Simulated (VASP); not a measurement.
# MgH2 (Fm-3m) in VASP: a series of runs

The runs below take MgH2 through single point, relaxation of cell and atoms, with PBEsol.

All numbers are computed with VASP 6.6.1; they aren't measurements. Logs are shortened: lines on timing, memory, paths and dates and some standing lists are left out, and cuts for length are marked.

## (1) The cell of the first run

It takes space group Fm-3m (No. 225, cubic). Conventional cell: a = 4.724 Å, b = 4.724 Å, c = 4.724 Å, α = 90.00°, β = 90.00°, γ = 90.00°. Within 2.7 Å of Mg (site symmetry m-3m) lie 8 H at 2.05 Å. Within 2.7 Å of H (site symmetry -43m) lie 4 Mg at 2.05 Å and 6 H at 2.36 Å.

## (2) Single point, PBEsol

INCAR reads:

```
PREC = Accurate ; ENCUT = 520
EDIFF = 1E-6 ; ISMEAR = -1
SIGMA = 0.03 ; LREAL = F
LASPH = T ; NELM = 80
ALGO = Normal ; ISIF = 2
LWAVE = F ; LCHARG = T
GGA = PS ; LELF = T
LVHAR = T ; NBANDS = 9
```

KPOINTS reads:

```
Automatic mesh
0
Gamma
  8 8 8
```

POSCAR reads:

```
MgH2
1.0
    0.0000000000      2.3621042803      2.3621042803
    2.3621042803      0.0000000000      2.3621042803
    2.3621042803      2.3621042803      0.0000000000
Mg H
1 2
Direct
    0.0000000000      0.0000000000      0.0000000000
    0.2500000000      0.2500000000      0.2500000000
    0.7500000000      0.7500000000      0.7500000000
```

Potentials or basis: VASP PAW PBE potentials, release 64 (Mg, H).

On the command line:

```sh
$ cat potpaw_PBE.64/Mg/POTCAR potpaw_PBE.64/H/POTCAR > POTCAR
$ mpirun -np 1 vasp_std > vasp.out
```

OUTCAR:

```text
PREC = Accurate
   ENCUT = 520
   EDIFF = 1E-6
   ISMEAR = -1
   LREAL = F
   LASPH = T
   NELM = 80
   ISIF = 2
   GGA = PS

 ion  position               nearest neighbor table
   1  0.000  0.000  0.000-   3 2.05   3 2.05   2 2.05   2 2.05   3 2.05   2 2.05   3 2.05   2 2.05

   2  0.250  0.250  0.250-   1 2.05   1 2.05   1 2.05   1 2.05
   3  0.750  0.750  0.750-   1 2.05   1 2.05   1 2.05   1 2.05

  LATTYP: Found a face centered cubic cell.
 ALAT       =     4.7242085606

  Lattice vectors:

 A1 = (   0.0000000000,   2.3621042803,   2.3621042803)
 A2 = (   2.3621042803,   0.0000000000,   2.3621042803)
 A3 = (   2.3621042803,   2.3621042803,   0.0000000000)

Analysis of symmetry for initial positions (statically):
=====================================================================
 Subroutine PRICEL returns:
 Original cell was already a primitive cell.

 Routine SETGRP: Setting up the symmetry group for a
 face centered cubic supercell.

 Subroutine GETGRP returns: Found 48 space group operations
 (whereof 48 operations were pure point group operations)
 out of a pool of 48 trial point group operations.

The static configuration has the point symmetry O_h .

Analysis of symmetry for dynamics (positions and initial velocities):
=====================================================================
 Subroutine PRICEL returns:
 Original cell was already a primitive cell.

 Routine SETGRP: Setting up the symmetry group for a
 face centered cubic supercell.

 Subroutine GETGRP returns: Found 48 space group operations
 (whereof 48 operations were pure point group operations)
 out of a pool of 48 trial point group operations.

The dynamic configuration has the point symmetry O_h .

 Subroutine INISYM returns: Found 48 space group operations
 (whereof 48 operations are pure point group operations),
 and found     1 'primitive' translations

----------------------------------------------------------------------------------------

                                     Primitive cell

  volume of cell :      26.3589

  direct lattice vectors                    reciprocal lattice vectors
     0.000000000  2.362104280  2.362104280    -0.211675667  0.211675667  0.211675667
     2.362104280  0.000000000  2.362104280     0.211675667 -0.211675667  0.211675667
     2.362104280  2.362104280  0.000000000     0.211675667  0.211675667 -0.211675667

  length of vectors
[... 84 lines left out ...]
   EDIFF  = 0.1E-05   stopping-criterion for ELM
   LREAL  =      F    real-space projection
   EDIFFG = 0.1E-04   stopping-criterion for IOM
   NSW    =      0    number of steps for IOM
   IBRION =     -1    ionic relax: 0-MD 1-quasi-New 2-CG
   NFREE  =      0    steps in history (QN), initial steepest desc. (CG)
   ISIF   =      2    stress and relaxation
   ISYM   =      2    0-nonsym 1-usesym 2-fastsym
   POTIM  = 0.5000    time-step for ionic-motion
   TEBEG  =    0.0;   TEEND  =   0.0 temperature during run
   PSTRESS=    0.0 pullay stress
   NELECT =       4.0000    total number of electrons
   NUPDOWN=      -1.0000    fix difference up-down
   EMIN   =  10.00;   EMAX   =-10.00  energy-range for DOS
   EFERMI =   0.00;   METHOD = LEGACY
   ISMEAR =    -1;   SIGMA  =   0.03  broadening in eV -4-tet -1-fermi 0-gaus
   EFERMI_NEDOS =   21; number of points for ismear=-14 and -15
   IALGO  =     38    algorithm
   IMIX   =      4    mixing-type and parameters
     AMIX     =   0.40;   BMIX     =  1.00
     AMIX_MAG =   1.60;   BMIX_MAG =  1.00
  volume/ion in A,a.u.               =       8.79        59.29
  Fermi-wavevector in a.u.,A,eV,Ry     =   0.873211  1.650129 10.374403  0.762497
  Thomas-Fermi vector in A             =   1.992569
   LORBIT       =      0    0 simple, 1 ext, 2 COOP (PROOUT), +10 PAW based schemes
   GGA     = PS    functional components
   LHFCALC =     F    Hartree Fock is set to
   AEXX    =    0.0000 exact exchange contribution
   IVDW    =     0    specifies the selected vdW correction
   LEPSILON=     F    determine dielectric tensor
   LRPA    =     F    only Hartree local field effects (RPA)
 non-spin polarized calculation
  energy-cutoff  :      520.00
  volume of cell :       26.36
 maximum number of plane-waves:       725
 NGX is ok and might be reduce to    28
   NGX = 13   NGY = 13   NGZ = 13

 number of electron       4.0000000 magnetization

 Free energy of the ion-electron system (eV)
  ---------------------------------------------------
  ext. energy  EPLUGINS =         0.00000000
  ---------------------------------------------------
  free energy    TOTEN  =        -8.60316091 eV

  energy without entropy =       -8.60308273  energy(sigma->0) =       -8.60312182

 E-fermi :   3.0806     XC(G=0):  -9.1975

 val. band max:        2.9148777922   @ k =  -0.3750   0.5000   0.1250
 cond. band min:       3.2694773242   @ k =   0.5000   0.3750   0.0000
 fundamental gap:      0.3545995320
 Fermi energy:         3.0805825029

 k-point     1 :       0.0000    0.0000    0.0000
  band No.  band energies     occupation
      1      -7.1161      2.00000
      2       4.1468      0.00000
      3      12.3476      0.00000
      4      12.3476      0.00000
      5      12.3476      0.00000
      6      15.0093      0.00000
      7      15.0093      0.00000
      8      15.0093      0.00000
      9      15.8483      0.00000
[... 265 lines left out ...]
 k-point    24 :      -0.3750    0.2500    0.1250
  band No.  band energies     occupation
      1      -2.2018      2.00000
      2      -2.1717      2.00000
      3       6.0523      0.00000
      4       6.6927      0.00000
      5      12.0163      0.00000
      6      12.0460      0.00000
      7      17.4735      0.00000
      8      17.7942      0.00000
      9      19.2637      0.00000

 [... further k-points ...]
[... 5 lines left out ...]
  --------------------------------------------------------------------------------------
  -------------------------------------------------------------------------------------
  Total       -0.0497287     -0.0497287     -0.0497287     -0.0000000     -0.0000000      0.0000000
  in kB       -3.0226663     -3.0226663     -3.0226663     -0.0000000     -0.0000000      0.0000000
  external PRESSURE =      -3.0226663 kB  Pullay stress =       0.0000000 kB

 VOLUME and BASIS-vectors are now :
 -----------------------------------------------------------------------------
  energy-cutoff  :      520.00
  volume of cell :       26.36
      direct lattice vectors                 reciprocal lattice vectors
     0.000000000  2.362104280  2.362104280    -0.211675667  0.211675667  0.211675667
     2.362104280  0.000000000  2.362104280     0.211675667 -0.211675667  0.211675667
     2.362104280  2.362104280  0.000000000     0.211675667  0.211675667 -0.211675667

 POSITION                                       TOTAL-FORCE (eV/Angst)
 -----------------------------------------------------------------------------------
      0.00000      0.00000      0.00000         0.000000     -0.000000     -0.000000
      1.18105      1.18105      1.18105         0.000000      0.000000      0.000000
      3.54316      3.54316      3.54316        -0.000000     -0.000000     -0.000000
 -----------------------------------------------------------------------------------
    total drift:                                0.000000      0.000000      0.000000

  FREE ENERGIE OF THE ION-ELECTRON SYSTEM (eV)
  ---------------------------------------------------
  free  energy   TOTEN  =        -8.6031609117 eV

  energy  without entropy=       -8.6030827331  energy(sigma->0) =       -8.60312182
```

stdout:

```text
POSCAR found type information on POSCAR MgH
 POSCAR found :  2 types and       3 ions
 scaLAPACK will be used
 -----------------------------------------------------------------------------
|                                                                             |
|                                                                             |
|     You enforced a specific xc type in the INCAR file but a different       |
|     I HOPE YOU KNOW WHAT YOU ARE DOING!                                     |
|                                                                             |
 -----------------------------------------------------------------------------

 LDA part: xc-table for (Slater+PW92), standard interpolation
 POSCAR, INCAR and KPOINTS ok, starting setup
 FFT: planning ... GRIDC
 FFT: planning ... GRID_SOFT
 FFT: planning ... GRID
 WAVECAR not read
 entering main loop
```

Wall time 15 s (1 thread of AMD EPYC 7R43 (Zen 3), shared host); peak memory 0.12 GiB.

Results:

| Property | Result |
| --- | --- |
| Free energy | -8.6032 eV |
| Pressure | -0.3 GPa |
| Band gap on the k mesh | zero (band 2 reaches 4.15 eV, above the bottom of band 3 at 2.51 eV) |

Caveat: the PAW data sets were made with another functional, which shifts forces and pressure a little.

## (3) Relaxation of cell and atoms, PBEsol

This run uses another cell than the first one, of 6.15 Å³/atom, 0.700 times its volume.

INCAR reads:

```
SYSTEM = MgH2
ALGO = Normal ; EDIFF = 1E-6
EDIFFG = -0.01 ; ENCUT = 600
GGA = PS ; IBRION = 2
ISIF = 3 ; ISMEAR = -1
LASPH = .TRUE. ; LCHARG = .FALSE.
LREAL = .FALSE. ; LWAVE = .FALSE.
NELM = 80 ; NSW = 100
PREC = Accurate ; SIGMA = 0.03
```

KPOINTS reads:

```
k-points
0
G
  8 8 8
  0 0 0
```

POSCAR reads:

```
MgH2
1.0
    0.0000000000      2.0969653454      2.0969653454
    2.0969653454      0.0000000000      2.0969653454
    2.0969653454      2.0969653454      0.0000000000
Mg H
1 2
Direct
    0.0000000000      0.0000000000      0.0000000000
    0.2500000000      0.2500000000      0.2500000000
    0.7500000000      0.7500000000      0.7500000000
```

Potentials or basis: VASP PAW PBE potentials, release 64 (Mg, H).

On the command line:

```sh
$ cat potpaw_PBE.64/Mg/POTCAR potpaw_PBE.64/H/POTCAR > POTCAR
$ mpirun -np 1 vasp_std > vasp.out
```

It took 18 s on 1 thread of AMD EPYC 7R43 (Zen 3), shared host; peak memory 0.1 GiB.

The run converged. Its results:

```
Free energy                            : -8.5969 eV
Relaxed volume                         : 8.75 Å³/atom
Relaxed cell                           : a = 3.336 Å, b = 3.336 Å, c = 3.336 Å, α = 60.00°, β = 60.00°, γ = 60.00°
Space group after relaxing (to 0.05 Å) : Fm-3m (No. 225)
Energy gained by relaxing              : 254.1 meV/atom
Ionic steps                            : 5
Pressure after relaxing                : -0.2 GPa
Band gap on the k mesh                 : zero (band 2 reaches 4.18 eV, above the bottom of band 3 at 2.53 eV)
```

Step by step:
```tsv
step	energy change (eV)	largest force (eV/Å)	pressure (GPa)	volume (Å³)
1	0.0000	0.0000	41.24	18.44
2	-0.6688	0.0000	10.35	23.00
3	-0.7559	0.0000	2.33	25.30
4	-0.7621	0.0000	0.24	26.09
5	-0.7622	0.0000	-0.18	26.26
```

Final structure:
```xyz
3
Lattice="0.0000 2.3591 2.3591 2.3591 0.0000 2.3591 2.3591 2.3591 0.0000" Properties=species:S:1:pos:R:3 pbc="T T T"
Mg    0.0000    0.0000    0.0000
H     1.1795    1.1795    1.1795
H     3.5386    3.5386    3.5386
```

Levels at points of the mesh, in eV from the Fermi level:
```tsv
k point	band 1	band 2	band 3	band 4	band 5	band 6
(0.00, 0.00, 0.00)	-10.22	1.08	9.28	9.28	9.28	11.97
(0.50, 0.00, 0.00)	-5.84	-5.78	6.75	7.46	8.93	8.93
(0.50, 0.50, 0.00)	-5.83	-2.35	-0.57	4.62	4.62	7.91
```

Caveat: the volume moved by over 15 % at a fixed basis, so the end points are rough; the PAW data sets were made with another functional, which shifts forces and pressure a little.
